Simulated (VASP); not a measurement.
CoO, 2 atoms in the cell. It takes space group R-3m (No. 166, trigonal). The conventional cell has a = 3.011 Å, b = 3.011 Å, c = 6.734 Å, α = 90.00°, β = 90.00°, γ = 120.00°. Co (site symmetry -3m) has 6 O at 2.07 Å within 2.7 Å. O (site symmetry -3m) has 6 Co at 2.07 Å within 2.7 Å.  This cell differs from its parent crystal: strain +0.000 along x and y, -0.080 along z.

```yaml
Program: VASP 6.6.1
Task: single point
Functional: PBEsol
Potentials_or_basis: VASP PAW PBE potentials, release 64 (Co, O)
Cutoff: 520 eV
k_mesh: 18 × 18 × 18
Occupations: gaussian, width 0.15 eV
Spin: collinear spin, ferromagnetic start
Starting_moments: "[2.64, 0.33] μB"
Dipole_correction: no
Further_INCAR_settings: ALGO = Normal; EDIFF = 1e-06; NBANDS = 18
```

Potentials or basis: VASP PAW PBE potentials, release 64 (Co, O).

Command:

```console
$ cat potpaw_PBE.64/Co/POTCAR potpaw_PBE.64/O/POTCAR > POTCAR
$ mpirun -np 1 vasp_std > vasp.out
```

Hardware: 1 thread of Intel Xeon 8259CL, on a shared host.

Task: How long does it take, and how much memory?

Result: Wall time 7.6 min on 1 thread of Intel Xeon 8259CL, with other jobs on the host, peak memory 0.39 GiB. Counts: scf iterations 15, k points 580.
